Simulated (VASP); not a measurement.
# ScAl4 (Pm-3m) in VASP: notebook

The runs below take ScAl4 through single point, relaxation of cell and atoms, with PBE+U.

Everything below comes from runs of VASP 6.6.1. Logs are shortened: lines on timing, memory, paths and dates and some standing lists are left out, and cuts for length are marked.

## Step 1: The cell of the first run

Symmetry: Pm-3m, No. 221, cubic system. Conventional cell: a = 5.532 Å, b = 5.532 Å, c = 5.532 Å, α = 90.00°, β = 90.00°, γ = 90.00°. Within 3.6 Å of Sc (site symmetry m-3m) lie 6 Al at 2.77 Å. Within 5.1 Å of Al (site symmetry m-3m) lie 12 Al at 3.91 Å and 8 Sc at 4.79 Å. Al (site symmetry 4/mmm) has 2 Sc at 2.77 Å within 3.6 Å.

## Step 2: Single point, PBE+U

File INCAR:

```
PREC = Accurate
ENCUT = 520
EDIFF = 1E-6
ISMEAR = 0
SIGMA = 0.1
LREAL = F
LASPH = T
NELM = 150
ALGO = Fast
ISIF = 2
LWAVE = F
LCHARG = F
LMAXMIX = 4
LDAU = T
LDAUTYPE = 2
LDAUL = 2 -1
LDAUU = 8 0
LDAUJ = 0 0
LDAUPRINT = 1
GGA = PE
NBANDS = 20
```

File KPOINTS:

```
Automatic mesh
0
Gamma
  8 8 8
```

File POSCAR:

```
ScAl4
1.0
    5.5319965305      0.0000000000      0.0000000000
    0.0000000000      5.5319965305      0.0000000000
    0.0000000000      0.0000000000      5.5319965305
Sc Al
1 4
Direct
    0.5000000000      0.5000000000      0.5000000000
    0.0000000000      0.0000000000      0.0000000000
    0.0000000000      0.5000000000      0.5000000000
    0.5000000000      0.0000000000      0.5000000000
    0.5000000000      0.5000000000      0.0000000000
```

Potentials or basis: VASP PAW PBE potentials, release 64 (Sc_sv, Al).

Command:

```sh
$ cat potpaw_PBE.64/Sc_sv/POTCAR potpaw_PBE.64/Al/POTCAR > POTCAR
$ mpirun -np 1 vasp_std > vasp.out
```

OUTCAR:

```text
PREC = Accurate
   ENCUT = 520
   EDIFF = 1E-6
   ISMEAR = 0
   LREAL = F
   LASPH = T
   NELM = 150
   ISIF = 2
   GGA = PE

 ion  position               nearest neighbor table
   1  0.500  0.500  0.500-   3 2.77   4 2.77   5 2.77   5 2.77   4 2.77   3 2.77
   2  0.000  0.000  0.000-
   3  0.000  0.500  0.500-   1 2.77   1 2.77
   4  0.500  0.000  0.500-   1 2.77   1 2.77
   5  0.500  0.500  0.000-   1 2.77   1 2.77

  LATTYP: Found a simple cubic cell.
 ALAT       =     5.5319965305

  Lattice vectors:

 A1 = (   5.5319965305,   0.0000000000,   0.0000000000)
 A2 = (   0.0000000000,   5.5319965305,   0.0000000000)
 A3 = (   0.0000000000,   0.0000000000,   5.5319965305)

Analysis of symmetry for initial positions (statically):
=====================================================================
 Subroutine PRICEL returns:
 Original cell was already a primitive cell.

 Routine SETGRP: Setting up the symmetry group for a
 simple cubic supercell.

 Subroutine GETGRP returns: Found 48 space group operations
 (whereof 48 operations were pure point group operations)
 out of a pool of 48 trial point group operations.

The static configuration has the point symmetry O_h .

Analysis of symmetry for dynamics (positions and initial velocities):
=====================================================================
 Subroutine PRICEL returns:
 Original cell was already a primitive cell.

 Routine SETGRP: Setting up the symmetry group for a
 simple cubic supercell.

 Subroutine GETGRP returns: Found 48 space group operations
 (whereof 48 operations were pure point group operations)
 out of a pool of 48 trial point group operations.

The dynamic configuration has the point symmetry O_h .

 Subroutine INISYM returns: Found 48 space group operations
 (whereof 48 operations are pure point group operations),
 and found     1 'primitive' translations

[... 153 lines left out ...]
  0.0000  0.0000 -0.0000  0.0338  0.0000
 -0.0000 -0.0000  0.0000  0.0000  0.1063

spin component  2

  0.0338  0.0000 -0.0000  0.0000 -0.0000
  0.0000  0.0338  0.0000  0.0000 -0.0000
 -0.0000  0.0000  0.1063 -0.0000  0.0000
  0.0000  0.0000 -0.0000  0.0338  0.0000
 -0.0000 -0.0000  0.0000  0.0000  0.1063

 occupancies and eigenvectors

  o =  0.0338  v =  1.0000  0.0000  0.0000  0.0000  0.0000  0.0000  0.0000  0.0000  0.0000  0.0000      0.0000  0.0000  0.0000  0.0000  0.0000  0.0000  0.0000  0.0000  0.0000  0.0000
  o =  0.0338  v =  0.0000  0.0000  0.0000  0.0000  0.0000  1.0000  0.0000  0.0000  0.0000  0.0000      0.0000  0.0000  0.0000  0.0000  0.0000  0.0000  0.0000  0.0000  0.0000  0.0000
  o =  0.0338  v =  0.0000  0.6285 -0.0000 -0.7778  0.0000  0.0000  0.0000  0.0000  0.0000  0.0000      0.0000  0.0000  0.0000  0.0000  0.0000  0.0000  0.0000  0.0000  0.0000  0.0000
  o =  0.0338  v =  0.0000  0.0000  0.0000  0.0000  0.0000  0.0000  0.6285 -0.0000 -0.7778  0.0000      0.0000  0.0000  0.0000  0.0000  0.0000  0.0000  0.0000  0.0000  0.0000  0.0000
  o =  0.0338  v =  0.0000  0.0000  0.0000  0.0000  0.0000  0.0000 -0.7778 -0.0000 -0.6285 -0.0000      0.0000  0.0000  0.0000  0.0000  0.0000  0.0000  0.0000  0.0000  0.0000  0.0000
  o =  0.0338  v =  0.0000 -0.7778 -0.0000 -0.6285 -0.0000  0.0000  0.0000  0.0000  0.0000  0.0000      0.0000  0.0000  0.0000  0.0000  0.0000  0.0000  0.0000  0.0000  0.0000  0.0000
  o =  0.1063  v =  0.0000  0.0000  0.0000  0.0000  0.0000  0.0000  0.0000 -1.0000  0.0000  0.0067      0.0000  0.0000  0.0000  0.0000  0.0000  0.0000  0.0000  0.0000  0.0000  0.0000
  o =  0.1063  v =  0.0000  0.0000 -1.0000  0.0000  0.0067  0.0000  0.0000  0.0000  0.0000  0.0000      0.0000  0.0000  0.0000  0.0000  0.0000  0.0000  0.0000  0.0000  0.0000  0.0000
  o =  0.1063  v =  0.0000  0.0000  0.0000  0.0000  0.0000  0.0000 -0.0000  0.0067 -0.0000  1.0000      0.0000  0.0000  0.0000  0.0000  0.0000  0.0000  0.0000  0.0000  0.0000  0.0000
  o =  0.1063  v =  0.0000 -0.0000  0.0067 -0.0000  1.0000  0.0000  0.0000  0.0000  0.0000  0.0000      0.0000  0.0000  0.0000  0.0000  0.0000  0.0000  0.0000  0.0000  0.0000  0.0000

 number of electron      23.0000003 magnetization

 Free energy of the ion-electron system (eV)
  ---------------------------------------------------
  ext. energy  EPLUGINS =         0.00000000
  ---------------------------------------------------
  free energy    TOTEN  =       -12.73873804 eV

  energy without entropy =      -12.71245430  energy(sigma->0) =      -12.72559617

 E-fermi :   2.0777     XC(G=0):  -7.8268

 val. band max:        2.0641339777   @ k =   0.5000   0.2500   0.0000
 cond. band min:       2.0824705611   @ k =   0.2500   0.2500   0.1250
 fundamental gap:      0.0183365834
 Fermi energy:         2.0777228385

 k-point     1 :       0.0000    0.0000    0.0000
  band No.  band energies     occupation
      1     -49.7058      2.00000
      2     -28.2671      2.00000
      3     -28.2671      2.00000
      4     -28.2671      2.00000
      5      -4.6315      2.00000
      6      -1.1960      2.00000
[... 541 lines left out ...]
     19       5.8789      0.00000
     20       6.2629      0.00000

 [... further k-points ...]

------------------------ aborting loop because EDIFF is reached ----------------------------------------

  FORCE on cell =-STRESS in cart. coord.  units (eV):
  Direction    XX          YY          ZZ          XY          YZ          ZX
  --------------------------------------------------------------------------------------
  -------------------------------------------------------------------------------------
  Total       -0.4295244     -0.4295244     -0.4295244      0.0000000      0.0000000      0.0000000
  in kB       -4.0649264     -4.0649264     -4.0649264      0.0000000      0.0000000      0.0000000
  external PRESSURE =      -4.0649264 kB  Pullay stress =       0.0000000 kB

 VOLUME and BASIS-vectors are now :
 -----------------------------------------------------------------------------
  energy-cutoff  :      520.00
  volume of cell :      169.30
      direct lattice vectors                 reciprocal lattice vectors
     5.531996530  0.000000000  0.000000000     0.180766563  0.000000000  0.000000000
     0.000000000  5.531996530  0.000000000     0.000000000  0.180766563  0.000000000
     0.000000000  0.000000000  5.531996530     0.000000000  0.000000000  0.180766563

 POSITION                                       TOTAL-FORCE (eV/Angst)
 -----------------------------------------------------------------------------------
      2.76600      2.76600      2.76600         0.000000      0.000000      0.000000
      0.00000      0.00000      0.00000         0.000000      0.000000      0.000000
      0.00000      2.76600      2.76600         0.000000      0.000000      0.000000
      2.76600      0.00000      2.76600         0.000000      0.000000      0.000000
      2.76600      2.76600      0.00000         0.000000      0.000000      0.000000
 -----------------------------------------------------------------------------------
    total drift:                                0.000000     -0.000000     -0.000000

  FREE ENERGIE OF THE ION-ELECTRON SYSTEM (eV)
  ---------------------------------------------------
  free  energy   TOTEN  =       -12.7387380369 eV

  energy  without entropy=      -12.7124542984  energy(sigma->0) =      -12.72559617
```

Wall time 4 min (1 thread of Intel Xeon Platinum 8259CL at 2.50GHz (Skylake/Cascade Lake), shared host); peak memory 0.32 GiB.

Results:

```yaml
Free_energy: -12.7387 eV
Pressure: -0.4 GPa
Band_gap_on_the_k_mesh: zero (an odd number of electrons rules out a gap without spin polarisation)
```

Levels at points of the mesh, in eV from the Fermi level:
```
           k point  band 8  band 9  band 10  band 11  band 12  band 13  band 14  band 15
(0.00, 0.00, 0.00)   -2.89   -1.38    -1.38    -1.38     1.86     1.86     1.86     2.12
(0.50, 0.00, 0.00)   -2.55   -0.60    -0.60    -0.40    -0.24    -0.24     1.25     1.47
(0.50, 0.50, 0.00)   -4.07   -1.15     0.05     0.07     0.37     0.37     0.42     0.65
(0.50, 0.50, 0.50)   -3.60   -3.16    -1.80    -1.80    -1.80     0.45     0.45     3.02
```

Eigenvalues of the final occupation matrices:
```tsv
site	spin	trace	eigenvalues
site 1 d	1	0.31	0.03 0.03 0.03 0.11 0.11
site 1 d	2	0.31	0.03 0.03 0.03 0.11 0.11
```

Caveat: U without spin polarisation on a metal has little footing; the U is typed as a test and isn't derived for this compound.

## Step 3: Relaxation of cell and atoms, PBE+U

This run uses another cell than the first one, of 29.22 Å³/atom.

File INCAR:

```
SYSTEM = ScAl4
PREC     = Accurate       ! precision mode
ENCUT    = 600            ! plane-wave cutoff, eV
EDIFF    = 1E-7           ! SCF threshold, eV
ISMEAR   = 0              ! smearing method
SIGMA    = 0.1            ! smearing width, eV
LREAL    = .False.        ! projectors in reciprocal space
LASPH    = .True.         ! aspherical terms in the spheres
NELM     = 150            ! most SCF steps
ALGO     = Normal         ! electronic algorithm
ISIF     = 3              ! what is computed and relaxed
LWAVE    = .False.        ! write WAVECAR
LCHARG   = .False.        ! write CHGCAR
LMAXMIX  = 4              ! l up to which the mixer works
LDAU     = .True.         ! DFT+U
LDAUTYPE = 2            
LDAUL    = 2 -1           ! shell
LDAUU    = 8 0            ! U, eV
LDAUJ    = 0 0          
LDAUPRINT= 1            
GGA      = PE             ! functional
IBRION   = 2              ! ionic algorithm
NSW      = 100            ! ionic steps
EDIFFG   = -0.01          ! ionic threshold
```

File KPOINTS:

```
regular mesh
0
Gamma
  8 8 8
  0 0 0
```

POSCAR, as its differences from that of step 2:

```diff
@@ -2,5 +2,5 @@
 1.0
-    5.5319965305      0.0000000000      0.0000000000
-    0.0000000000      5.5319965305      0.0000000000
-    0.0000000000      0.0000000000      5.5319965305
+    5.2668370842      0.0000000000      0.0000000000
+    0.0000000000      5.2668370842      0.0000000000
+    0.0000000000      0.0000000000      5.2668370842
 Sc Al
```

Potentials or basis: VASP PAW PBE potentials, release 64 (Sc_sv, Al).

Command:

```sh
$ cat potpaw_PBE.64/Sc_sv/POTCAR potpaw_PBE.64/Al/POTCAR > POTCAR
$ mpirun -np 1 vasp_std > vasp.out
```

Run time: 5.5 min. Hardware: 1 thread of Intel Xeon Platinum 8259CL at 2.50GHz (Skylake/Cascade Lake), shared host; peak memory 0.32 GiB.

The run converged. Its results:

| Property | Result |
| --- | --- |
| Free energy | -12.7413 eV |
| Relaxed volume | 33.30 Å³/atom |
| Relaxed cell | a = 5.501 Å, b = 5.501 Å, c = 5.501 Å, α = 90.00°, β = 90.00°, γ = 90.00° |
| Space group after relaxing (to 0.1 Å) | Pm-3m (No. 221) |
| Energy gained by relaxing | 44.1 meV/atom |
| Ionic steps | 4 |
| Pressure after relaxing | 0.0 GPa |
| Band gap on the k mesh | zero (an odd number of electrons rules out a gap without spin polarisation) |

Step by step:
| step | energy change (eV) | largest force (eV/Å) | pressure (GPa) | volume (Å³) |
| --- | --- | --- | --- | --- |
| 1 | 0.0000 | 0.0000 | 3.83 | 146.10 |
| 2 | -0.2087 | 0.0000 | 0.77 | 161.36 |
| 3 | -0.2205 | 0.0000 | -0.07 | 167.02 |
| 4 | -0.2206 | 0.0000 | 0.00 | 166.49 |

Final structure:
```
Sc Al
1.0
     5.50130    0.00000    0.00000
     0.00000    5.50130    0.00000
     0.00000    0.00000    5.50130
Sc Al
1 4
Cartesian
  2.7507 2.7507 2.7507
  0.0000 0.0000 0.0000
  0.0000 2.7507 2.7507
  2.7507 0.0000 2.7507
  2.7507 2.7507 0.0000
```

Levels at points of the mesh, in eV from the Fermi level:
```csv
k point,band 9,band 10,band 11,band 12,band 13,band 14,band 15
"(0.00, 0.00, 0.00)",-1.40,-1.40,-1.40,1.86,1.86,1.86,2.16
"(0.50, 0.00, 0.00)",-0.60,-0.60,-0.40,-0.26,-0.26,1.25,1.49
"(0.50, 0.50, 0.00)",-1.14,0.06,0.09,0.36,0.36,0.42,0.67
"(0.50, 0.50, 0.50)",-3.17,-1.84,-1.84,-1.84,0.46,0.46,3.06
```

Eigenvalues of the final occupation matrices:
```
    site  spin  trace               eigenvalues
site 1 d     1   0.32  0.03 0.03 0.03 0.11 0.11
site 1 d     2   0.32  0.03 0.03 0.03 0.11 0.11
```

Caveat: U without spin polarisation on a metal has little footing; the U is typed as a test and isn't derived for this compound.

The gap in the log of VASP goes by the Fermi energy; the results here count the filled bands.